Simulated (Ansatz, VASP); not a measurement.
C in VASP and in Ansatz

File INCAR:

```
PREC = Accurate ; ENCUT = 520
EDIFF = 1E-6 ; ISMEAR = -1
SIGMA = 0.05 ; LREAL = False
LASPH = True ; NELM = 80
ALGO = Normal ; ISIF = 2
LWAVE = False ; LCHARG = False
GGA = PE ; NBANDS = 11
```

KPOINTS

```
Automatic mesh
0
Gamma
  13 13 13
```

Contents of POSCAR:

```
C
1.0
    0.0000000000      1.7677686436      1.7677686436
    1.7677686436      0.0000000000      1.7677686436
    1.7677686436      1.7677686436      0.0000000000
C
2
Direct
    0.0000000000      0.0000000000      0.0000000000
    0.2500000000      0.2500000000      0.2500000000
```

Input for Ansatz:

```yaml
crystal:
  lattice:
    - [0.0, 1.7677686436, 1.7677686436]
    - [1.7677686436, 0.0, 1.7677686436]
    - [1.7677686436, 1.7677686436, 0.0]
  atoms:
    - { symbol: C, position: [0.0, 0.0, 0.0] }
    - { symbol: C, position: [0.25, 0.25, 0.25] }
kpoints:
  mp_grid: { grid: [13, 13, 13] }
scf:
  occupations: { method: fermi_dirac, width: 0.05 }
hamiltonian:
  xc: pbe
  pseudopotentials: { kind: all_electron, lapw: { basis_error: 0.0005 } }
output:
  forces: true
  stress: true
  eigenvalues: true
```

Change from the starting cell: volume scaled by 0.97.

Alike in both runs: task single point; functional PBE; k mesh 13 × 13 × 13; occupations fermi-dirac, width 0.05 eV; no spin polarisation.

|  | VASP | Ansatz |
| --- | --- | --- |
| version | VASP 6.6.1 | Ansatz 0.2.0 |
| potentials or method | VASP PAW PBE potentials, release 64 (C), cutoff 520 eV | all-electron LAPW, scalar-relativistic |

Ansatz gave:

- gap on the k mesh at the Fermi level (eV): 4.21
- pressure (GPa): 13.9

Estimate VASP's values.

gap on the k mesh at the Fermi level (eV): 4.20; pressure (GPa): 14.7.

Ansatz ran all-electron here, and VASP with PAW potentials.
